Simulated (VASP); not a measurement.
**BN: single point with PBEsol**

BN:

```
B N
1.0
    -2.54101    0.00000    0.00000
    -1.27051   -2.20058    0.00000
    -3.49402   -2.01727   12.60989
B N
6 6
Direct
  0.60942 0.60942 0.06244
  0.30386 0.30386 0.39578
  0.99829 0.99829 0.72911
  0.51217 0.51217 0.89578
  0.12331 0.12331 0.22911
  0.81774 0.81774 0.56244
  0.80715 0.80715 0.93762
  0.41828 0.41828 0.27096
  0.11271 0.11271 0.60429
  0.62660 0.62660 0.77096
  0.23773 0.23773 0.10429
  0.93216 0.93216 0.43762
```

| Property | Result |
| --- | --- |
| Program | VASP 6.6.1 |
| Task | single point |
| Functional | PBEsol |
| Potentials or basis | VASP PAW PBE potentials, release 64 (B, N) |
| Cutoff | 600 eV |
| k mesh | 10 × 10 × 2 |
| Occupations | gaussian, width 0.05 eV |
| Spin | no spin polarisation |
| Dipole correction | no |
| Further INCAR settings | ALGO = Normal; EDIFF = 1e-06; NBANDS = 36 |

```json
{
 "Pressure": "0.1 GPa",
 "Largest force": "1.801 eV/Å",
 "Band gap on the k mesh": "5.05 eV (least direct gap 7.47 eV)"
}
```

Forces on the atoms (eV/Å):
```
B   -1.557 -0.899 -0.097
B    0.000  0.000  0.031
B    0.015  0.008  0.033
B    0.185  0.107  0.002
B   -0.073 -0.042  0.057
B    0.001  0.000  0.030
N    1.374  0.793  0.035
N   -0.001  0.000 -0.027
N    0.001  0.001 -0.031
N    0.084  0.048 -0.069
N   -0.028 -0.016  0.066
N   -0.001  0.000 -0.030
```

Stress tensor (GPa, compression positive):
```
-1.19 -1.62 -7.06
-1.62  0.68 -4.08
-7.06 -4.08  0.95
```

Levels at points of the mesh, in eV from the valence-band top:
```csv
k point,band 21,band 22,band 23,band 24,band 25,band 26,band 27,band 28
"(0.00, 0.00, 0.00)",-0.62,-0.27,-0.04,0.00,8.01,8.16,8.50,8.63
"(0.50, 0.00, 0.00)",-3.67,-3.35,-2.48,-2.41,6.16,6.48,6.58,6.64
"(0.50, 0.50, 0.00)",-3.12,-3.08,-2.81,-2.18,5.29,6.45,6.55,6.66
"(0.00, 0.00, 0.50)",-0.35,-0.24,-0.19,-0.14,8.03,8.28,8.50,8.50
"(0.50, 0.00, 0.50)",-3.30,-3.06,-2.92,-2.19,6.09,6.50,6.57,6.65
"(0.50, 0.50, 0.50)",-3.80,-3.04,-2.48,-2.41,5.43,6.50,6.59,6.69
```

Wall time 6.9 min on 1 thread of Intel Xeon 8259CL (shared host), peak memory 0.28 GiB.

Caveat: the PAW data sets were made with another functional, which shifts forces and pressure a little. A k mesh can miss the band edges.
